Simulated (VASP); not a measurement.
Here is a VASP 6.6.1 calculation.

The input INCAR:

```
  ALGO = Normal
  EDIFF = 1E-8
  ENCUT = 520
  IBRION = 8
  ISIF = 2
  ISMEAR = -1
  LASPH = True
  LCHARG = False
  LREAL = False
  LWAVE = False
  NBANDS = 18
  NELM = 100
  NSW = 1
  PREC = Accurate
  SIGMA = 0.15
```

Contents of KPOINTS:

```
k-points
0
Gamma
  14 14 14
```

The input POSCAR:

```
ScCu
1.0
    3.1681999649      0.0000000000      0.0000000000
    0.0000000000      3.1681999649      0.0000000000
    0.0000000000      0.0000000000      3.1681999649
Sc Cu
1 1
Direct
    0.5000000000      0.5000000000      0.5000000000
    0.0000000000      0.0000000000      0.0000000000
```

Potentials or basis: VASP PAW LDA potentials, release 64 (Sc_sv, Cu).

Launch:

```sh
$ cat potpaw_LDA.64/Sc_sv/POTCAR potpaw_LDA.64/Cu/POTCAR > POTCAR
$ mpirun -np 1 vasp_std > vasp.out
```

Q: Estimate the highest phonon frequency at Γ.

A: 201 cm⁻¹.

Phonon frequencies in cm⁻¹ (negative: imaginary):
```tsv
q point	frequencies
(0.000, 0.000, 0.000)	-1 -1 -1 201 201 201
```
